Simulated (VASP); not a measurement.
Runs of VASP 6.6.1 on MnO. Symmetry: Pm-3m, No. 221, cubic system. Conventional cell: a = 2.672 Å, b = 2.672 Å, c = 2.672 Å, α = 90.00°, β = 90.00°, γ = 90.00°. Mn (site symmetry m-3m) has 8 O at 2.31 Å and 6 Mn at 2.67 Å within 3.1 Å. Within 3.1 Å of O (site symmetry m-3m) lie 8 Mn at 2.31 Å and 6 O at 2.67 Å. 

```csv
spin,fixed moment (μB),gap on the mesh (eV),pressure (GPa),moment (μB)
"collinear, antiferromagnetic start",-,2.14,3.6,(b)
"collinear, ferromagnetic start",-,1.00,10.0,10.00
off,-,(c),(a),-
"collinear, ferrimagnetic start",7.5,-,-10.3,7.50
"collinear, ferromagnetic start",5.0,-,-25.5,5.00
```

Alike in all rows: task single point; level LDA+U; potentials or basis VASP PAW LDA potentials, release 64 (Mn_pv, O); Mn d U = 6.0 eV; cell as given; k mesh 7 × 7 × 7; cutoff (eV) 600; smearing gaussian 0.05 eV.

Question: Estimate the missing entries.

Answer: (a) -8.3; (b) 0.00; (c) none.

Caveats: the total moment is fixed, so each spin has its own Fermi level (some runs); U without spin polarisation on a metal has little footing (some runs).

A k mesh can miss the band edges.
